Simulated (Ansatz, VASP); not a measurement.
**Ti3Al: VASP beside Ansatz**

File INCAR:

```
ALGO = Normal
EDIFF = 1E-7
ENCUT = 520
GGA = PS
ISIF = 2
ISMEAR = -1
LASPH = T
LCHARG = T
LELF = T
LREAL = F
LVHAR = T
LWAVE = F
NBANDS = 28
NELM = 80
PREC = Accurate
SIGMA = 0.05
```

KPOINTS

```
k-points
0
Gamma
  10 10 3
```

The input POSCAR:

```
Ti3Al
1.0
    2.8879759913      0.0000000000      0.0000000000
   -1.4439879956      2.5010605740      0.0000000000
    0.0000000000      0.0000000000      9.1016661466
Ti Al
3 1
Direct
    0.3333333333      0.6666666667      0.2494060000
    0.3333333333      0.6666666667      0.7505940000
    0.6666666667      0.3333333333      0.0000000000
    0.6666666667      0.3333333333      0.5000000000
```

input.yaml

```yaml
crystal:
  lattice:
    - [2.8879759913, 0.0, 0.0]
    - [-1.4439879956, 2.501060574, 0.0]
    - [0.0, 0.0, 9.1016661466]
  atoms:
    - { symbol: Ti, position: [0.3333333333, 0.6666666667, 0.249406] }
    - { symbol: Ti, position: [0.3333333333, 0.6666666667, 0.750594] }
    - { symbol: Ti, position: [0.6666666667, 0.3333333333, 0.0] }
    - { symbol: Al, position: [0.6666666667, 0.3333333333, 0.5] }
kpoints:
  mp_grid: { grid: [10, 10, 3] }
scf:
  occupations: { method: fermi_dirac, width: 0.05 }
hamiltonian:
  xc: pbesol
  pseudopotentials: { kind: all_electron, lapw: { basis_error: 0.001 } }
output:
  forces: true
  stress: true
  eigenvalues: true
```

Change from the starting cell: volume scaled by 0.96.

Alike in both runs: task single point; functional PBEsol; k mesh 10 × 10 × 3; occupations fermi-dirac, width 0.05 eV; no spin polarisation.

|  | VASP | Ansatz |
| --- | --- | --- |
| version | VASP 6.6.1 | Ansatz 0.2.0 |
| potentials or method | VASP PAW PBE potentials, release 64 (Ti_sv, Al), cutoff 520 eV | all-electron LAPW, scalar-relativistic |

|  | VASP | Ansatz | Ansatz less VASP |
| --- | --- | --- | --- |
| gap on the k mesh at the Fermi level (eV) | none | none | - |
| pressure (GPa) | 1.0 | 1.1 | +0.15 |
| traceless stress, the component that is largest in VASP (GPa) | 0.44 | 0.40 | -0.040 |
| rms of the force components (eV/Å) | 0.029 | 0.023 | -0.0056 |

VASP's potentials were made for PBE, not for PBEsol. Atom by atom the forces differ by 0.006 eV/Å (rms over components). A gap of «none» marks a metal or a gap that the smearing closes. Ansatz ran all-electron here, and VASP with PAW potentials.
